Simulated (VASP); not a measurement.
The system is GaAs.

```
Ga As
1.0
     0.00000    2.87225    2.87225
     2.87225    0.00000    2.87225
     2.87225    2.87225    0.00000
Ga As
1 1
Direct
  0.00000 0.00000 0.00000
  0.25000 0.25000 0.25000
```

```yaml
Program: VASP 6.6.1
Task: relaxation of cell and atoms
Functional: LDA
Potentials_or_basis: VASP PAW LDA potentials, release 64 (Ga_d, As)
Cutoff: 600 eV
k_mesh: 8 × 8 × 8
Occupations: fermi-dirac, width 0.02 eV
Spin: no spin polarisation
```

At the start: pressure -4.4 GPa; volume 23.70 Å³/atom.

Q: How do energy, volume and symmetry change on relaxing?

A: Over 3 steps the energy falls by 24.2 meV/atom and the volume is 22.06 Å³/atom (-6.9 %); space group F-43m (No. 216, to 0.05 Å).

The path:
```
step  energy change (eV)  largest force (eV/Å)  pressure (GPa)  volume (Å³)
   1              0.0000                0.0000           -4.40        47.39
   2             -0.0420                0.0000            1.96        43.06
   3             -0.0485                0.0000            0.02        44.13
```

Final structure:
```cif
data_structure
_symmetry_space_group_name_H-M 'P 1'
_symmetry_Int_Tables_number 1
_cell_length_a 3.9665
_cell_length_b 3.9665
_cell_length_c 3.9665
_cell_angle_alpha 60.000
_cell_angle_beta 60.000
_cell_angle_gamma 60.000
_cell_volume 44.13
loop_
_atom_site_label
_atom_site_type_symbol
_atom_site_fract_x
_atom_site_fract_y
_atom_site_fract_z
_atom_site_occupancy
Ga1 Ga 0.00000 0.00000 0.00000 1
As1 As 0.25000 0.25000 0.25000 1
```
